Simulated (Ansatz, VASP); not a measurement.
# BiTe in VASP and in Ansatz

```
Bi Te
1.0
     0.00000    2.88220    4.07543
     2.88220    0.00000    4.07543
     2.88220    2.88220    0.00000
Bi Te
1 1
Direct
  0.00000 0.00000 0.00000
  0.50000 0.50000 0.50000
```

Alike in both runs: task single point; functional PBE; k mesh 14 × 14 × 14; occupations gaussian, width 0.15 eV; no spin polarisation.

|  | VASP | Ansatz |
| --- | --- | --- |
| version | VASP 6.6.1 | Ansatz 0.2.0 |
| potentials or method | VASP PAW PBE potentials, release 64 (Bi_d, Te), cutoff 520 eV | scalar-relativistic, plane waves, PAW |
| valence electrons in the cell | 21 | 31 |

VASP gave:

* gap on the k mesh at the Fermi level (eV): none
* pressure (GPa): 11.1
* traceless stress, the component that is largest in VASP (GPa): -12.32

Q: What did Ansatz give for the same quantities?

A: gap on the k mesh at the Fermi level (eV): none; pressure (GPa): 11.2; traceless stress, the component that is largest in VASP (GPa): -12.33.

A gap of «none» marks a metal or a gap that the smearing closes. With one functional, cell and mesh, what is left measures potentials, basis and numerics. VASP's potentials hold 21 valence electrons a cell and Ansatz's 31, so a difference there can come from the potentials and not from the codes.

Neither program's run includes spin-orbit coupling.
